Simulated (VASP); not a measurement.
# Ti (Pm-3n) in VASP: further runs

The runs below take Ti through single point, relaxation of cell and atoms, with RPBE.

All numbers are computed with VASP 6.6.1; they aren't measurements. Logs are shortened: lines on timing, memory, paths and dates and some standing lists are left out, and cuts for length are marked.

### Step 1. The cell of the first run

Symmetry: Pm-3n, No. 223, cubic system. The conventional cell has a = 5.250 Å, b = 5.250 Å, c = 5.250 Å, α = 90.00°, β = 90.00°, γ = 90.00°. Within 3.9 Å of Ti (site symmetry m-3) lie 12 Ti at 2.94 Å. Within 3.5 Å of Ti (site symmetry -4m2) lie 14 Ti at 2.63 to 3.22 Å.

### Step 2. Single point, RPBE

Contents of INCAR:

```
SYSTEM = Ti
PREC = Accurate
ENCUT = 520
EDIFF = 1E-7
ISMEAR = -1
SIGMA = 0.1
LREAL = .FALSE.
LASPH = .TRUE.
NELM = 80
ALGO = Normal
ISIF = 2
LWAVE = .FALSE.
LCHARG = .TRUE.
GGA = RP
LELF = .TRUE.
LVHAR = .TRUE.
NBANDS = 58
```

Contents of KPOINTS:

```
regular mesh
0
G
  5 5 5
  0 0 0
```

Contents of POSCAR:

```
Ti
1.0
    5.2504203444      0.0000000000      0.0000000000
    0.0000000000      5.2504203444      0.0000000000
    0.0000000000      0.0000000000      5.2504203444
Ti
8
Direct
    1.0000000000      0.0000000000      0.0000000000
    0.5000000000      0.5000000000      0.5000000000
    0.2500000000      1.0000000000      0.5000000000
    0.7500000000      1.0000000000      0.5000000000
    0.5000000000      0.2500000000      0.0000000000
    0.5000000000      0.7500000000      0.0000000000
    1.0000000000      0.5000000000      0.2500000000
    1.0000000000      0.5000000000      0.7500000000
```

Potentials or basis: VASP PAW PBE potentials, release 64 (Ti_sv).

Run with:

```bash
cat potpaw_PBE.64/Ti_sv/POTCAR > POTCAR
mpirun -np 1 vasp_std > vasp.out
```

OUTCAR:

```text
SYSTEM = Ti
   PREC = Accurate
   ENCUT = 520
   EDIFF = 1E-7
   ISMEAR = -1
   LREAL = .FALSE.
   LASPH = .TRUE.
   NELM = 80
   ISIF = 2
   GGA = RP

 ion  position               nearest neighbor table
   1  0.000  0.000  0.000-
   2  0.500  0.500  0.500-
   3  0.250  0.000  0.500-   4 2.63   4 2.63
   4  0.750  0.000  0.500-   3 2.63   3 2.63
   5  0.500  0.250  0.000-   6 2.63   6 2.63
   6  0.500  0.750  0.000-   5 2.63   5 2.63
   7  0.000  0.500  0.250-   8 2.63   8 2.63
   8  0.000  0.500  0.750-   7 2.63   7 2.63

  LATTYP: Found a simple cubic cell.
 ALAT       =     5.2504203444

  Lattice vectors:

 A1 = (   5.2504203444,   0.0000000000,   0.0000000000)
 A2 = (   0.0000000000,   5.2504203444,   0.0000000000)
 A3 = (   0.0000000000,   0.0000000000,   5.2504203444)

Analysis of symmetry for initial positions (statically):
=====================================================================
 Subroutine PRICEL returns:
 Original cell was already a primitive cell.

 Routine SETGRP: Setting up the symmetry group for a
 simple cubic supercell.

 Subroutine GETGRP returns: Found 48 space group operations
 (whereof 24 operations were pure point group operations)
 out of a pool of 48 trial point group operations.

The static configuration has the point symmetry T_h .
 The point group associated with its full space group is O_h .

Analysis of symmetry for dynamics (positions and initial velocities):
=====================================================================
 Subroutine PRICEL returns:
 Original cell was already a primitive cell.

 Routine SETGRP: Setting up the symmetry group for a
 simple cubic supercell.

 Subroutine GETGRP returns: Found 48 space group operations
 (whereof 24 operations were pure point group operations)
 out of a pool of 48 trial point group operations.

The dynamic configuration has the point symmetry T_h .
 The point group associated with its full space group is O_h .

 Subroutine INISYM returns: Found 48 space group operations
 (whereof 24 operations are pure point group operations),
 and found     1 'primitive' translations

[... 90 lines left out ...]
   NELM   =     80;   NELMIN=  2; NELMDL= -5     # of ELM steps
   EDIFF  = 0.1E-06   stopping-criterion for ELM
   LREAL  =      F    real-space projection
   EDIFFG = 0.1E-05   stopping-criterion for IOM
   NSW    =      0    number of steps for IOM
   IBRION =     -1    ionic relax: 0-MD 1-quasi-New 2-CG
   NFREE  =      0    steps in history (QN), initial steepest desc. (CG)
   ISIF   =      2    stress and relaxation
   ISYM   =      2    0-nonsym 1-usesym 2-fastsym
   POTIM  = 0.5000    time-step for ionic-motion
   TEBEG  =    0.0;   TEEND  =   0.0 temperature during run
   PSTRESS=    0.0 pullay stress
   NELECT =      96.0000    total number of electrons
   NUPDOWN=      -1.0000    fix difference up-down
   EMIN   =  10.00;   EMAX   =-10.00  energy-range for DOS
   EFERMI =   0.00;   METHOD = LEGACY
   ISMEAR =    -1;   SIGMA  =   0.10  broadening in eV -4-tet -1-fermi 0-gaus
   EFERMI_NEDOS =   21; number of points for ismear=-14 and -15
   IALGO  =     38    algorithm
   IMIX   =      4    mixing-type and parameters
     AMIX     =   0.40;   BMIX     =  1.00
     AMIX_MAG =   1.60;   BMIX_MAG =  1.00
  volume/ion in A,a.u.               =      18.09       122.09
  Fermi-wavevector in a.u.,A,eV,Ry     =   1.427703  2.697967 27.733238  2.038336
  Thomas-Fermi vector in A             =   2.547844
   LORBIT       =      0    0 simple, 1 ext, 2 COOP (PROOUT), +10 PAW based schemes
   GGA     = RP    functional components
   LHFCALC =     F    Hartree Fock is set to
   AEXX    =    0.0000 exact exchange contribution
   IVDW    =     0    specifies the selected vdW correction
   LEPSILON=     F    determine dielectric tensor
   LRPA    =     F    only Hartree local field effects (RPA)
 non-spin polarized calculation
  energy-cutoff  :      520.00
  volume of cell :      144.74
 maximum number of plane-waves:      3906
 NGX is ok and might be reduce to    40
   NGX = 19   NGY = 19   NGZ = 19

 number of electron      95.9999957 magnetization

 Free energy of the ion-electron system (eV)
  ---------------------------------------------------
  ext. energy  EPLUGINS =         0.00000000
  ---------------------------------------------------
  free energy    TOTEN  =       -58.30297020 eV

  energy without entropy =      -57.58005511  energy(sigma->0) =      -57.94151266

 E-fermi :   7.7003     XC(G=0): -11.1826

 val. band max:        7.6959512599   @ k =   0.4000   0.4000   0.2000
 cond. band min:       7.7081012190   @ k =   0.4000   0.0000   0.0000
 fundamental gap:      0.0121499591
 Fermi energy:         7.7002714494

 k-point     1 :       0.0000    0.0000    0.0000
  band No.  band energies     occupation
      1     -48.9508      2.00000
      2     -48.8764      2.00000
      3     -48.8764      2.00000
      4     -48.8563      2.00000
      5     -48.8164      2.00000
      6     -48.7644      2.00000
[... 599 lines left out ...]
     57       9.6237      0.00000
     58       9.6237      0.00000

------------------------ aborting loop because EDIFF is reached ----------------------------------------

  FORCE on cell =-STRESS in cart. coord.  units (eV):
  Direction    XX          YY          ZZ          XY          YZ          ZX
  --------------------------------------------------------------------------------------
  -------------------------------------------------------------------------------------
  Total       -0.2084160     -0.2084160     -0.2084160     -0.0000000      0.0000000      0.0000000
  in kB       -2.3070627     -2.3070627     -2.3070627     -0.0000000      0.0000000      0.0000000
  external PRESSURE =      -2.3070627 kB  Pullay stress =       0.0000000 kB

 VOLUME and BASIS-vectors are now :
 -----------------------------------------------------------------------------
  energy-cutoff  :      520.00
  volume of cell :      144.74
      direct lattice vectors                 reciprocal lattice vectors
     5.250420344  0.000000000  0.000000000     0.190460941  0.000000000  0.000000000
     0.000000000  5.250420344  0.000000000     0.000000000  0.190460941  0.000000000
     0.000000000  0.000000000  5.250420344     0.000000000  0.000000000  0.190460941

 POSITION                                       TOTAL-FORCE (eV/Angst)
 -----------------------------------------------------------------------------------
      0.00000      0.00000      0.00000         0.000000      0.000000      0.000000
      2.62521      2.62521      2.62521         0.000000      0.000000      0.000000
      1.31261      0.00000      2.62521         0.000000      0.000000      0.000000
      3.93782      0.00000      2.62521        -0.000000     -0.000000     -0.000000
      2.62521      1.31261      0.00000         0.000000      0.000000      0.000000
      2.62521      3.93782      0.00000        -0.000000     -0.000000     -0.000000
      0.00000      2.62521      1.31261         0.000000     -0.000000     -0.000000
      0.00000      2.62521      3.93782        -0.000000      0.000000      0.000000
 -----------------------------------------------------------------------------------
    total drift:                                0.000000     -0.000000      0.000000

  FREE ENERGIE OF THE ION-ELECTRON SYSTEM (eV)
  ---------------------------------------------------
  free  energy   TOTEN  =       -58.3029702034 eV

  energy  without entropy=      -57.5800551122  energy(sigma->0) =      -57.94151266
```

Wall time 3 min (1 thread of Intel Xeon 8259CL, shared host); peak memory 0.26 GiB.

Results:

* Free energy: -58.3030 eV
* Pressure: -0.2 GPa
* Band gap on the k mesh: zero (bands 48 and 49 overlap by 0.51 eV)

Caveat: the PAW data sets were made with another functional, which shifts forces and pressure a little.

### Step 3. Single point, RPBE

Contents of INCAR:

```
PREC = Accurate
ENCUT = 520
EDIFF = 1E-7
ISMEAR = -1
SIGMA = 0.1
LREAL = False
LASPH = True
NELM = 60
ALGO = Normal
ISIF = 2
LWAVE = False
LCHARG = True
GGA = RP
LELF = True
LVHAR = True
NBANDS = 58
```

Contents of KPOINTS:

```
regular mesh
0
Gamma
  7 7 7
```

POSCAR is that of step 2.

Potentials or basis: VASP PAW PBE potentials, release 64 (Ti_sv).

Run with:

```bash
cat potpaw_PBE.64/Ti_sv/POTCAR > POTCAR
mpirun -np 1 vasp_std > vasp.out
```

It took 5.8 min on 1 thread of Intel Xeon 8259CL, shared host; peak memory 0.3 GiB.

The run converged. Its results:

| Quantity | Value |
| --- | --- |
| Free energy | -58.3044 eV |
| Pressure | -0.2 GPa |
| Band gap on the k mesh | zero (bands 48 and 49 overlap by 0.50 eV) |

Levels at points of the mesh, in eV from the Fermi level:
```
           k point  band 46  band 47  band 48  band 49  band 50  band 51
(0.00, 0.00, 0.00)    -0.49    -0.41    -0.41    -0.41    -0.02    -0.02
```

Caveat: the PAW data sets were made with another functional, which shifts forces and pressure a little.

### Step 4. Relaxation of cell and atoms, RPBE

This run uses another cell than the first one, of 17.66 Å³/atom.

Contents of INCAR:

```
  PREC = Accurate
  ENCUT = 600
  EDIFF = 1E-6
  ISMEAR = -1
  SIGMA = 0.1
  LREAL = F
  LASPH = T
  NELM = 80
  ALGO = Normal
  ISIF = 3
  LWAVE = F
  LCHARG = F
  GGA = RP
  IBRION = 2
  NSW = 80
  EDIFFG = -0.01
```

Contents of KPOINTS:

```
regular mesh
0
Gamma
  5 5 5
```

Contents of POSCAR:

```
Ti
1.0
    5.2080934678      0.0000000000      0.0000000000
    0.0000000000      5.2080934678      0.0000000000
    0.0000000000      0.0000000000      5.2080934678
Ti
8
Direct
    0.0000000000      0.0000000000      0.0000000000
    0.5000000000      0.5000000000      0.5000000000
    0.2500000000      0.0000000000      0.5000000000
    0.7500000000      0.0000000000      0.5000000000
    0.5000000000      0.2500000000      0.0000000000
    0.5000000000      0.7500000000      0.0000000000
    0.0000000000      0.5000000000      0.2500000000
    0.0000000000      0.5000000000      0.7500000000
```

Run with:

```bash
cat potpaw_PBE.64/Ti_sv/POTCAR > POTCAR
mpirun -np 1 vasp_std > vasp.out
```

Run time: 9 min. Hardware: 1 thread of Intel Xeon 8259CL, shared host; peak memory 0.3 GiB.

Results (log left out):

- Free energy: -58.3016 eV
- Relaxed volume: 18.05 Å³/atom
- Relaxed cell: a = 5.246 Å, b = 5.246 Å, c = 5.246 Å, α = 90.00°, β = 90.00°, γ = 90.00°
- Space group after relaxing (to 0.1 Å): Pm-3n (No. 223)
- Energy gained by relaxing: 2.5 meV/atom
- Ionic steps: 3
- Pressure after relaxing: 0.0 GPa
- Band gap on the k mesh: zero (bands 48 and 49 overlap by 0.51 eV)

Step by step:
```csv
step,energy change (eV),largest force (eV/Å),pressure (GPa),volume (Å³)
1,0.0000,0.0000,2.09,141.27
2,-0.0146,0.0000,-1.05,146.04
3,-0.0201,0.0000,0.00,144.38
```

Final structure:
```xyz
8
Lattice="5.2461 0.0000 0.0000 0.0000 5.2461 0.0000 0.0000 0.0000 5.2461" Properties=species:S:1:pos:R:3 pbc="T T T"
Ti    0.0000    0.0000    0.0000
Ti    2.6230    2.6230    2.6230
Ti    1.3115    0.0000    2.6230
Ti    3.9345    0.0000    2.6230
Ti    2.6230    1.3115    0.0000
Ti    2.6230    3.9345    0.0000
Ti    0.0000    2.6230    1.3115
Ti    0.0000    2.6230    3.9345
```

Levels at points of the mesh, in eV from the Fermi level:
```tsv
k point	band 47	band 48	band 49	band 50	band 51	band 52
(0.00, 0.00, 0.00)	-0.41	-0.41	-0.41	-0.01	-0.01	0.03
```

Caveat: the PAW data sets were made with another functional, which shifts forces and pressure a little.

### Step 5. Overview

```csv
task,cell,k mesh,cutoff (eV),gap on the mesh (eV),pressure (GPa)
single point,"a = 5.250 Å, 8 atoms",5 × 5 × 5,520,none,-0.2
single point,"a = 5.250 Å, 8 atoms",7 × 7 × 7,520,none,-0.2
relaxation of cell and atoms,"relaxed from a = 5.208 Å, 8 atoms",5 × 5 × 5,600,none,0.0
```

Alike in all rows: level RPBE; potentials or basis VASP PAW PBE potentials, release 64 (Ti_sv); no spin polarisation; smearing fermi-dirac 0.1 eV.

Caveats: the PAW data sets were made with another functional, which shifts forces and pressure a little.

Total energies depend on the potentials used, so only differences within one code and one set of settings carry meaning.
